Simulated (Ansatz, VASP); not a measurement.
# Two plane-wave programs on Sc3F

```
Sc F
1.0
     4.45717    0.00000    0.00000
     0.00000    4.45717    0.00000
     0.00000    0.00000    4.45717
Sc F
3 1
Cartesian
  0.0000 2.2286 2.2286
  2.2286 0.0000 2.2286
  2.2286 2.2286 0.0000
  0.0000 0.0000 0.0000
```

Alike in both runs: task single point; functional r2SCAN; k mesh 10 × 10 × 10; occupations gaussian, width 0.1 eV; no spin polarisation.

|  | VASP | Ansatz |
| --- | --- | --- |
| version | VASP 6.6.1 | Ansatz 0.2.0 |
| potentials or method | VASP PAW PBE potentials, release 64 (Sc_sv, F) | scalar-relativistic, plane waves, PAW |
| plane-wave cutoff (eV) | 520 | 500 |
| valence electrons in the cell | 40 | 40 |

|  | VASP | Ansatz | Ansatz less VASP |
| --- | --- | --- | --- |
| gap on the k mesh at the Fermi level (eV) | none | none | - |
| pressure (GPa) | 0.0 | 0.0 | -0.04 |

VASP's potentials were made for PBE, not for r2SCAN. A gap of «none» marks a metal or a gap that the smearing closes. With one functional, cell and mesh, what is left measures potentials, basis and numerics.
